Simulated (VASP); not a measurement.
Wanted: the native input for a VASP 6.6.1 run.

- Task: relaxation of cell and atoms
- Functional: PBEsol
- Potentials or basis: VASP PAW PBE potentials, release 64 (Ga_d, Sb, P)
- Cutoff: 600 eV
- k mesh: 6 × 6 × 5
- Occupations: gaussian, width 0.03 eV
- Spin: no spin polarisation
- Further INCAR settings: ALGO = Normal; EDIFF = 1e-07; IBRION = 2; EDIFFG = -0.005; NSW = 90; ISIF = 3

The structure of Ga8Sb3P5 lies in POSCAR:

```
Ga8Sb3P5                                
1.0
   -0.0113982741      5.7037109250      5.7037109250
    5.6923126510      0.0000000000      5.6923126510
    5.6923126510      5.6923126510      0.0000000000
  Ga              Sb              P             
     8     3     5
Direct
     0.9734809256501954    0.0088396914499349    0.0088396914499349
     0.9855460164699865    0.9851078123390135    0.5146730855955003
     0.9855460164699865    0.5146730855955003    0.9851078123390135
     0.9855460164699865    0.5146730855955003    0.5146730855955003
     0.5203444064497353    0.9922358143520457    0.9922358143520457
     0.5203444064497353    0.9922358143520457    0.4951839648461732
     0.5203444064497353    0.4951839648461732    0.9922358143520457
     0.5039290771702432    0.4986903076099189    0.4986903076099189
     0.1259288488758658    0.1248518541420698    0.1248518541420698
     0.1259288488758658    0.1248518541420698    0.6243674428399949
     0.1259288488758658    0.6243674428399949    0.1248518541420698
     0.1253054236239419    0.6248981921253528    0.6248981921253528
     0.6214067296094806    0.1261977567968398    0.1261977567968398
     0.6268066761864588    0.1229507169346460    0.6251213034394477
     0.6268066761864588    0.6251213034394477    0.1229507169346460
     0.6268066761864588    0.6251213034394477    0.6251213034394477
```

One way to write it, as run:

INCAR

```
PREC = Accurate
ENCUT = 600
EDIFF = 1E-7
ISMEAR = 0
SIGMA = 0.03
LREAL = False
LASPH = True
NELM = 80
ALGO = Normal
ISIF = 3
LWAVE = False
LCHARG = False
GGA = PS
IBRION = 2
NSW = 90
EDIFFG = -0.005
KPAR = 4
```

KPOINTS

```
Automatic mesh
0
Gamma
  6 6 5
```

Potentials or basis: VASP PAW PBE potentials, release 64 (Ga_d, Sb, P).

The run is started by

```console
$ cat potpaw_PBE.64/Ga_d/POTCAR potpaw_PBE.64/Sb/POTCAR potpaw_PBE.64/P/POTCAR > POTCAR
$ mpirun -np 4 vasp_std > vasp.out
```

Results of the run:

The pressure after relaxing is 0.0 GPa. The largest force after relaxing is 0.004 eV/Å and the band gap on the k mesh is zero (filled and empty bands touch).

Caveat: the relaxation stopped at its first step, so nothing moved; semilocal functionals underestimate gaps, so a narrow gap can read as zero; the PAW data sets were made with another functional, which shifts forces and pressure a little; spin-orbit coupling is left out, which moves the levels of the heavy elements.

Run time: 13 min on 4 MPI ranks on Intel(R) Xeon(R) 6975P-C (Granite Rapids), on a shared host, peak memory 2.4 GiB a rank.
